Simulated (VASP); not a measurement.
TiSe, 4 atoms in the cell. It takes space group P4/nmm (No. 129, tetragonal). Conventional cell: a = 4.132 Å, b = 4.132 Å, c = 5.319 Å, α = 90.00°, β = 90.00°, γ = 90.00°. Ti (site symmetry -4m2) has 4 Se at 2.50 Å and 4 Ti at 2.92 Å within 3.3 Å. Se (site symmetry 4mm) has 4 Ti at 2.50 Å within 3.3 Å. 

| Item | Value |
| --- | --- |
| Program | VASP 6.6.1 |
| Task | single point |
| Functional | PBEsol |
| Potentials or basis | VASP PAW PBE potentials, release 64 (Ti_sv, Se) |
| Cutoff | 520 eV |
| k mesh | 6 × 6 × 4, shifted |
| Occupations | methfessel-paxton, width 0.3 eV |
| Spin | no spin polarisation |
| Dipole correction | no |
| Further INCAR settings | ALGO = Normal; EDIFF = 1e-06; NBANDS = 26 |

Potentials or basis: VASP PAW PBE potentials, release 64 (Ti_sv, Se).

Launch:

```bash
$ cat potpaw_PBE.64/Ti_sv/POTCAR potpaw_PBE.64/Se/POTCAR > POTCAR
$ mpirun -np 1 vasp_std > vasp.out
```

Hardware: 1 thread of Intel Xeon 8259CL, with other jobs on the host.

Task: How long does it take, and how much memory?

Result: Run time: 40 s on 1 thread of Intel Xeon 8259CL, on a shared host, peak memory 0.19 GiB. Counts: scf iterations 13, k points 12.
